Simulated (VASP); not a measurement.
Input of a VASP 6.6.1 run:

POSCAR

```
Mg
1.0
    2.9936848011      0.0000000000      0.0000000000
    0.0000000000      2.9936848011      0.0000000000
    0.0000000000      0.0000000000      2.9936848011
Mg
1
Direct
    0.0000000000      0.0000000000      0.0000000000
```

File INCAR.step1:

```
SYSTEM = Mg
PREC = Accurate
ENCUT = 520
ISMEAR = -1
SIGMA = 0.1
LREAL = .FALSE.
LASPH = .TRUE.
NELM = 80
NBANDS = 7
GGA = PE
ALGO = Normal
EDIFF = 1E-4
LWAVE = .TRUE.
LCHARG = .FALSE.
```

INCAR.step2

```
SYSTEM = Mg
PREC = Accurate
ENCUT = 520
EDIFF = 1E-6
ISMEAR = -1
SIGMA = 0.1
LREAL = .FALSE.
LASPH = .TRUE.
NELM = 80
ALGO = Normal
ISIF = 2
LWAVE = .FALSE.
LCHARG = .TRUE.
METAGGA = R2SCAN
LMIXTAU = .TRUE.
LELF = .TRUE.
LVHAR = .TRUE.
NBANDS = 7
ISTART = 1
```

KPOINTS

```
Automatic mesh
0
G
  17 17 17
  0 0 0
```

Potentials or basis: VASP PAW PBE potentials, release 64 (Mg).

Run with:

```sh
$ cat potpaw_PBE.64/Mg/POTCAR > POTCAR
$ cp INCAR.step1 INCAR
$ mpirun -np 1 vasp_std > vasp.out
$ cp INCAR.step2 INCAR
$ mpirun -np 1 vasp_std > vasp.out
```

Question: What does it give for the pressure?

Answer: -0.1 GPa.

Question: Estimate the band gap on the k mesh.

Answer: Zero (bands 1 and 2 overlap by 6.13 eV).

Caveat: the PAW data sets were made with another functional, which shifts forces and pressure a little.
